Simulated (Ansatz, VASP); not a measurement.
**Re: VASP beside Ansatz**

```
Re
1.0
     2.63715    0.00000    0.00000
    -1.31858    2.28384    0.00000
     0.00000    0.00000    4.21677
Re
2
Direct
  0.33333 0.66667 0.25000
  0.66667 0.33333 0.75000
```

Change from the starting cell: volume scaled by 1.04, PAW files.

Alike in both runs: task electric field gradients; functional LDA; k mesh 14 × 14 × 8; occupations fermi-dirac, width 0.05 eV; no spin polarisation.

|  | VASP | Ansatz |
| --- | --- | --- |
| version | VASP 6.6.1 | Ansatz 0.2.0 |
| potentials or method | VASP PAW LDA potentials, release 64 (Re) | PAW with Ansatz's default frozen-core files, scalar-relativistic |
| plane-wave cutoff (eV) | 520 | 420 |
| valence electrons in the cell | 14 | 30 |

```csv
,VASP,Ansatz,Ansatz less VASP
pressure (GPa),67.7,63.7,-4.03
"traceless stress, the component that is largest in VASP (GPa)",4.08,4.21,+0.130
size of Vzz on the site where it differs most (V/Å²),101.5,83.3,-18.22
```

LDA's correlation is that of Perdew and Zunger in VASP and of Perdew and Wang (1992) in Ansatz. Both programs put the cell under a high pressure, so it lies far from rest at this level. VASP's potentials hold 14 valence electrons a cell and Ansatz's 30, so a difference there can come from the potentials and not from the codes.

Spin-orbit coupling is off throughout. Noted on VASP's run: the cell as given lies far from equilibrium.
